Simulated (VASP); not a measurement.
Input of a VASP 6.6.1 run:

File INCAR:

```
SYSTEM = CaB6
PREC = Accurate
ENCUT = 600
EDIFF = 1E-7
ISMEAR = 0
SIGMA = 0.01
LREAL = .False.
LASPH = .True.
NELM = 80
ALGO = Normal
ISIF = 3
LWAVE = .False.
LCHARG = .False.
GGA = PS
IBRION = 2
NSW = 70
EDIFFG = -0.005
```

File KPOINTS:

```
Automatic mesh
0
Gamma
  8 8 8
  0 0 0
```

POSCAR

```
CaB6
1.0
    4.1477324288      0.0000000000      0.0000000000
    0.0000000000      4.1477324288      0.0000000000
    0.0000000000      0.0000000000      4.1477324288
Ca B
1 6
Direct
    0.5000000000      0.5000000000      0.5000000000
    0.0000000000      0.0000000000      0.2982058713
    0.0000000000      0.0000000000      0.7017941287
    0.2982058713      0.0000000000      0.0000000000
    0.7017941287      0.0000000000      0.0000000000
    0.0000000000      0.2982058713      0.0000000000
    0.0000000000      0.7017941287      0.0000000000
```

Potentials or basis: VASP PAW PBE potentials, release 64 (Ca_sv, B).

Command:

```sh
$ cat potpaw_PBE.64/Ca_sv/POTCAR potpaw_PBE.64/B/POTCAR > POTCAR
$ mpirun -np 1 vasp_std > vasp.out
```

(1) What does it give for the relaxed cell?

(2) What does it give for the space group after relaxing (to 0.05 Å)?

Results:

(1) a = 4.130 Å, b = 4.130 Å, c = 4.130 Å, α = 90.00°, β = 90.00°, γ = 90.00°.

(2) Pm-3m (No. 221).
